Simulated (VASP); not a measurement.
Here is a VASP 6.6.1 calculation.

INCAR

```
SYSTEM = BiTe
PREC = Accurate ; ENCUT = 500
EDIFF = 1E-7 ; ISMEAR = -1
SIGMA = 0.15 ; LREAL = .FALSE.
LASPH = .TRUE. ; NELM = 120
ALGO = Normal ; ISIF = 3
LWAVE = .FALSE. ; LCHARG = .FALSE.
IBRION = 2 ; NSW = 80
EDIFFG = -0.001 ; GGA_COMPAT = .FALSE.
NELMIN = 4
```

The input KPOINTS:

```
Automatic mesh
0
G
  12 12 12
  0 0 0
```

The input POSCAR:

```
BiTe
1.0
    0.0000000000      3.2005777672      3.2005777672
    3.2005777672      0.0000000000      3.2005777672
    3.2005777672      3.2005777672      0.0000000000
Bi Te
1 1
Direct
    0.0000000000      0.0000000000      0.0000000000
    0.5000000000      0.5000000000      0.5000000000
```

Potentials or basis: VASP PAW LDA potentials, release 64 (Bi_d, Te).

Command:

```bash
$ cat potpaw_LDA.64/Bi_d/POTCAR potpaw_LDA.64/Te/POTCAR > POTCAR
$ mpirun -np 1 vasp_std > vasp.out
```

Predict the band gap on the k mesh.

zero (an odd number of electrons rules out a gap without spin polarisation).

What does it give for the space group after relaxing (to 0.1 Å)?

Fm-3m (No. 225).

Final structure:
```
Bi Te
1.0
     0.00000    3.17860    3.17860
     3.17860    0.00000    3.17860
     3.17860    3.17860    0.00000
Bi Te
1 1
Cartesian
  3.1786 6.3572 3.1786
  3.1786 3.1786 3.1786
```

Caveat: spin-orbit coupling is left out, which moves the levels of the heavy elements; an odd number of electrons without spin polarisation forces a metal; a magnetic or distorted state may lie lower. LDA usually gives volumes a few per cent too small.
